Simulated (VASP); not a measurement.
# La3Tl in VASP: a series of runs

Runs on La3Tl. Level: LDA. Tasks: electric field gradients.

All numbers are computed with VASP 6.6.1; they aren't measurements. Logs are shortened: lines on timing, memory, paths and dates and some standing lists are left out, and cuts for length are marked.

### Step 1. The cell of the first run

It takes space group P4/mmm (No. 123, tetragonal). Conventional cell: a = 5.009 Å, b = 5.009 Å, c = 5.060 Å, α = 90.00°, β = 90.00°, γ = 90.00°. Within 4.7 Å of La (site symmetry mmm) lie 8 La at 3.54 to 3.56 Å and 4 Tl at 3.56 Å. Within 4.7 Å of La (site symmetry 4/mmm) lie 4 Tl at 3.54 Å and 8 La at 3.56 Å. Tl (site symmetry 4/mmm) has 12 La at 3.54 to 3.56 Å within 4.7 Å.

### Step 2. Electric field gradients, LDA (equal xx and yy strain of -1 %)

Contents of INCAR:

```
  PREC = Accurate
  ENCUT = 520
  EDIFF = 1E-8
  ISMEAR = -1
  SIGMA = 0.08
  LREAL = F
  LASPH = T
  NELM = 80
  ALGO = Normal
  ISIF = 2
  LWAVE = F
  LCHARG = F
  GGA = CA
  LEFG = T
  NBANDS = 31
```

Contents of KPOINTS:

```
regular mesh
0
Gamma
  8 8 8
```

Contents of POSCAR:

```
La3Tl
1.0
    5.0094000000      0.0000000000      0.0000000000
    0.0000000000      5.0094000000      0.0000000000
    0.0000000000      0.0000000000      5.0600000000
La Tl
3 1
Direct
    0.0000000000      0.5000000000      0.5000000000
    0.5000000000      0.0000000000      0.5000000000
    0.5000000000      0.5000000000      0.0000000000
    0.0000000000      0.0000000000      0.0000000000
```

Potentials or basis: VASP PAW LDA potentials, release 64 (La, Tl_d).

Started as:

```bash
cat potpaw_LDA.64/La/POTCAR potpaw_LDA.64/Tl_d/POTCAR > POTCAR
mpirun -np 1 vasp_std > vasp.out
```

OUTCAR:

```text
PREC = Accurate
   ENCUT = 520
   EDIFF = 1E-8
   ISMEAR = -1
   LREAL = F
   LASPH = T
   NELM = 80
   ISIF = 2
   GGA = CA

 ion  position               nearest neighbor table
   1  0.000  0.500  0.500-   2 3.54   2 3.54   2 3.54   2 3.54   4 3.56   3 3.56   4 3.56   4 3.56
                             4 3.56   3 3.56   3 3.56   3 3.56
   2  0.500  0.000  0.500-   1 3.54   1 3.54   1 3.54   1 3.54   4 3.56   3 3.56   3 3.56   3 3.56
                             4 3.56   4 3.56   4 3.56   3 3.56
   3  0.500  0.500  0.000-   4 3.54   4 3.54   4 3.54   4 3.54   2 3.56   2 3.56   2 3.56   2 3.56
                             1 3.56   1 3.56   1 3.56   1 3.56
   4  0.000  0.000  0.000-   3 3.54   3 3.54   3 3.54   3 3.54   2 3.56   1 3.56   2 3.56   1 3.56
                             2 3.56   1 3.56   2 3.56   1 3.56

  LATTYP: Found a simple tetragonal cell.
 ALAT       =     5.0094000000
 C/A-ratio  =     1.0101010101

  Lattice vectors:

 A1 = (   5.0094000000,   0.0000000000,   0.0000000000)
 A2 = (   0.0000000000,   5.0094000000,   0.0000000000)
 A3 = (   0.0000000000,   0.0000000000,   5.0600000000)

Analysis of symmetry for initial positions (statically):
=====================================================================
 Subroutine PRICEL returns:
 Original cell was already a primitive cell.

 Routine SETGRP: Setting up the symmetry group for a
 simple tetragonal supercell.

 Subroutine GETGRP returns: Found 16 space group operations
 (whereof 16 operations were pure point group operations)
 out of a pool of 16 trial point group operations.

The static configuration has the point symmetry D_4h.

Analysis of symmetry for dynamics (positions and initial velocities):
=====================================================================
 Subroutine PRICEL returns:
 Original cell was already a primitive cell.

 Routine SETGRP: Setting up the symmetry group for a
 simple tetragonal supercell.

 Subroutine GETGRP returns: Found 16 space group operations
 (whereof 16 operations were pure point group operations)
 out of a pool of 16 trial point group operations.

The dynamic configuration has the point symmetry D_4h.

 Subroutine INISYM returns: Found 16 space group operations
 (whereof 16 operations are pure point group operations),
 and found     1 'primitive' translations

----------------------------------------------------------------------------------------

                                     Primitive cell

  volume of cell :     126.9761

  direct lattice vectors                    reciprocal lattice vectors
     5.009400000  0.000000000  0.000000000     0.199624706  0.000000000  0.000000000
     0.000000000  5.009400000  0.000000000     0.000000000  0.199624706  0.000000000
     0.000000000  0.000000000  5.060000000     0.000000000  0.000000000  0.197628458

  length of vectors
     5.009400000  5.009400000  5.060000000     0.199624706  0.199624706  0.197628458

  position of ions in fractional coordinates (direct lattice)
     0.000000000  0.500000000  0.500000000
     0.500000000  0.000000000  0.500000000
     0.500000000  0.500000000  0.000000000
     0.000000000  0.000000000  0.000000000

  ion indices of the primitive-cell ions
   primitive index   ion index
                 1           1
                 2           2
                 3           3
                 4           4

[... 31 lines left out ...]
  0.375000  0.000000  0.000000      4.000000
  0.500000  0.000000  0.000000      2.000000
  0.125000  0.125000  0.000000      4.000000
[... 16 lines left out ...]
  0.375000  0.125000  0.125000     16.000000
  0.500000  0.125000  0.125000      8.000000
 [... further k-points ...]
   k-points           NKPTS =     75   k-points in BZ     NKDIM =     75   number of bands    NBANDS=     31
   number of dos      NEDOS =    301   number of ions     NIONS =      4
   total plane-waves  NPLWV =  64000
   dimension x,y,z NGX =    40 NGY =   40 NGZ =   40
   dimension x,y,z NGXF=    80 NGYF=   80 NGZF=   80
   ions per type =               3   1
   NGX,Y,Z   is equivalent  to a cutoff of  13.27, 13.27, 13.14 a.u.
   NGXF,Y,Z  is equivalent  to a cutoff of  26.55, 26.55, 26.28 a.u.
 SYSTEM =  unknown system
   PREC   = accura    normal or accurate (medium, high low for compatibility)
   ISTART =      0    job   : 0-new  1-cont  2-samecut
   ICHARG =      2    charge: 1-file 2-atom 10-const
   ISPIN  =      1    spin polarized calculation?
   LNONCOLLINEAR =      F non collinear calculations
   LSORBIT =      F    spin-orbit coupling
   LASPH  =      T    aspherical Exc in radial PAW
   ENCUT  =  520.0 eV  38.22 Ry    6.18 a.u.   9.31  9.31  9.41*2*pi/ulx,y,z
   NELM   =     80;   NELMIN=  2; NELMDL= -5     # of ELM steps
   EDIFF  = 0.1E-07   stopping-criterion for ELM
   LREAL  =      F    real-space projection
   EDIFFG = 0.1E-06   stopping-criterion for IOM
   NSW    =      0    number of steps for IOM
   IBRION =     -1    ionic relax: 0-MD 1-quasi-New 2-CG
   NFREE  =      0    steps in history (QN), initial steepest desc. (CG)
   ISIF   =      2    stress and relaxation
   ISYM   =      2    0-nonsym 1-usesym 2-fastsym
   POTIM  = 0.5000    time-step for ionic-motion
   TEBEG  =    0.0;   TEEND  =   0.0 temperature during run
   PSTRESS=    0.0 pullay stress
   NELECT =      46.0000    total number of electrons
   NUPDOWN=      -1.0000    fix difference up-down
   EMIN   =  10.00;   EMAX   =-10.00  energy-range for DOS
   EFERMI =   0.00;   METHOD = LEGACY
   ISMEAR =    -1;   SIGMA  =   0.08  broadening in eV -4-tet -1-fermi 0-gaus
   EFERMI_NEDOS =   21; number of points for ismear=-14 and -15
   IALGO  =     38    algorithm
   IMIX   =      4    mixing-type and parameters
     AMIX     =   0.40;   BMIX     =  1.00
     AMIX_MAG =   1.60;   BMIX_MAG =  1.00
  volume/ion in A,a.u.               =      31.74       214.22
  Fermi-wavevector in a.u.,A,eV,Ry     =   1.167043  2.205391 18.530985  1.361989
  Thomas-Fermi vector in A             =   2.303548
   LORBIT       =      0    0 simple, 1 ext, 2 COOP (PROOUT), +10 PAW based schemes
   GGA     = CA    functional components
   LHFCALC =     F    Hartree Fock is set to
   AEXX    =    0.0000 exact exchange contribution
   IVDW    =     0    specifies the selected vdW correction
   LEPSILON=     F    determine dielectric tensor
   LRPA    =     F    only Hartree local field effects (RPA)
 non-spin polarized calculation
  energy-cutoff  :      520.00
  volume of cell :      126.98
 maximum number of plane-waves:      3448
 NGX is ok and might be reduce to    40
   NGX = 19   NGY = 19   NGZ = 19

 number of electron      46.0000000 magnetization

 Free energy of the ion-electron system (eV)
  ---------------------------------------------------
  ext. energy  EPLUGINS =         0.00000000
  ---------------------------------------------------
  free energy    TOTEN  =       -20.87822660 eV

  energy without entropy =      -20.75723958  energy(sigma->0) =      -20.81773309

 E-fermi :   8.2882     XC(G=0): -10.3329

 val. band max:        8.2828091799   @ k =   0.3750   0.0000   0.5000
 cond. band min:       8.2954649509   @ k =   0.5000   0.5000   0.3750
 fundamental gap:      0.0126557710
 Fermi energy:         8.2881873736

 k-point     1 :       0.0000    0.0000    0.0000
  band No.  band energies     occupation
      1     -24.4416      2.00000
      2     -24.0874      2.00000
      3     -24.0808      2.00000
      4      -8.7742      2.00000
      5      -8.7693      2.00000
      6      -8.7693      2.00000
[... 805 lines left out ...]
     30       9.8987      0.00000
     31       9.9034      0.00000

 [... further k-points ...]

------------------------ aborting loop because EDIFF is reached ----------------------------------------

  FORCE on cell =-STRESS in cart. coord.  units (eV):
  Direction    XX          YY          ZZ          XY          YZ          ZX
  --------------------------------------------------------------------------------------
  -------------------------------------------------------------------------------------
  Total       -2.2659755     -2.2659755     -2.4802829      0.0000000      0.0000000      0.0000000
  in kB      -28.5919548    -28.5919548    -31.2960744      0.0000000      0.0000000      0.0000000
  external PRESSURE =     -29.4933280 kB  Pullay stress =       0.0000000 kB

 VOLUME and BASIS-vectors are now :
 -----------------------------------------------------------------------------
  energy-cutoff  :      520.00
  volume of cell :      126.98
      direct lattice vectors                 reciprocal lattice vectors
     5.009400000  0.000000000  0.000000000     0.199624706  0.000000000  0.000000000
     0.000000000  5.009400000  0.000000000     0.000000000  0.199624706  0.000000000
     0.000000000  0.000000000  5.060000000     0.000000000  0.000000000  0.197628458

 POSITION                                       TOTAL-FORCE (eV/Angst)
 -----------------------------------------------------------------------------------
      0.00000      2.50470      2.53000         0.000000      0.000000      0.000000
      2.50470      0.00000      2.53000         0.000000      0.000000      0.000000
      2.50470      2.50470      0.00000         0.000000      0.000000      0.000000
      0.00000      0.00000      0.00000         0.000000      0.000000      0.000000
 -----------------------------------------------------------------------------------
    total drift:                                0.000000     -0.000000     -0.000000

  FREE ENERGIE OF THE ION-ELECTRON SYSTEM (eV)
  ---------------------------------------------------
  free  energy   TOTEN  =       -20.8782265959 eV

  energy  without entropy=      -20.7572395779  energy(sigma->0) =      -20.81773309

 Electric field gradients (V/A^2)
---------------------------------------------------------------------
 ion       V_xx      V_yy      V_zz      V_xy      V_xz      V_yz
---------------------------------------------------------------------
   1     131.242   -63.176   -68.065    -0.000     0.000    -0.000
   2     -63.176   131.242   -68.065    -0.000    -0.000    -0.000
   3     -70.441   -70.441   140.882    -0.000     0.000     0.000
   4      -4.234    -4.234     8.468    -0.000    -0.000    -0.000
---------------------------------------------------------------------

 Electric field gradients after diagonalization (V/A^2)
 (convention: |V_zz| > |V_xx| > |V_yy|)
----------------------------------------------------------------------
 ion       V_xx      V_yy      V_zz     asymmetry (V_yy - V_xx)/ V_zz
----------------------------------------------------------------------
   1     -68.065   -63.176   131.242       0.037
   2     -68.065   -63.176   131.242       0.037
   3     -70.441   -70.441   140.882       0.000
   4      -4.234    -4.234     8.468       0.000
----------------------------------------------------------------------

           NMR quadrupolar parameters

 Cq : quadrupolar parameter    Cq=e*Q*V_zz/h
 eta: asymmetry parameters     (V_yy - V_xx)/ V_zz
 Q  : nuclear electric quadrupole moment in mb (millibarn)
----------------------------------------------------------------------
 ion       Cq(MHz)       eta       Q (mb)
----------------------------------------------------------------------
   1       0.317       0.037       1.000
   2       0.317       0.037       1.000
   3       0.341       0.000       1.000
   4       0.020       0.000       1.000
----------------------------------------------------------------------
```

It took 7.2 min on 1 thread of Intel Xeon Platinum 8259CL at 2.50GHz (Skylake/Cascade Lake), shared host; peak memory 0.41 GiB.

Results:

| Item | Value |
| --- | --- |
| Free energy | -20.8782 eV |
| Pressure | -2.9 GPa |
| Band gap on the k mesh | zero (bands 23 and 24 overlap by 1.09 eV) |
| Largest electric field gradient by atom | La +131.2, +140.9 (each value once); Tl +8.5 V/Å² |

Stress tensor (GPa, compression positive):
```
-2.86  0.00  0.00
 0.00 -2.86  0.00
 0.00  0.00 -3.13
```

Electric field gradients, principal values (V/Å²):
```tsv
atom	least	middle	greatest (by size)
1 La	-63.176	-68.065	131.242
2 La	-63.176	-68.065	131.242
3 La	-70.441	-70.441	140.882
4 Tl	-4.234	-4.234	8.468
```

Caveat: the cell differs from its parent crystal (equal xx and yy strain of -1 %); without QUAD_EFG the Cq values of the log hold for a quadrupole moment of 1 mb, not for the nuclei; spin-orbit coupling is left out, which moves the levels of the heavy elements.

[end of part 1 of 2]
